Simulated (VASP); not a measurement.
Here is a VASP 6.6.1 calculation.

Contents of INCAR:

```
ALGO = Normal
EDIFF = 1E-6
ENCUT = 520
GGA = PE
ISIF = 2
ISMEAR = -1
LASPH = True
LCHARG = False
LREAL = False
LWAVE = False
NBANDS = 16
NELM = 60
PREC = Accurate
SIGMA = 0.02
```

File KPOINTS:

```
k-points
0
Gamma
  8 8 8
```

File POSCAR:

```
InAs
1.0
    0.0000000000      2.9696739469      2.9696739469
    2.9696739469      0.0000000000      2.9696739469
    2.9696739469      2.9696739469      0.0000000000
In As
1 1
Direct
    0.0000000000      0.0000000000      0.0000000000
    0.2500000000      0.2500000000      0.2500000000
```

Potentials or basis: VASP PAW PBE potentials, release 64 (In_d, As).

Run with:

```sh
$ cat potpaw_PBE.64/In_d/POTCAR potpaw_PBE.64/As/POTCAR > POTCAR
$ mpirun -np 1 vasp_std > vasp.out
```

Predict the band gap on the k mesh.

0.08 eV, direct.

What does it give for the pressure?

8.0 GPa.

Caveat: the cell differs from its parent crystal (strain -2.8%); spin-orbit coupling is left out, which moves the levels of the heavy elements.
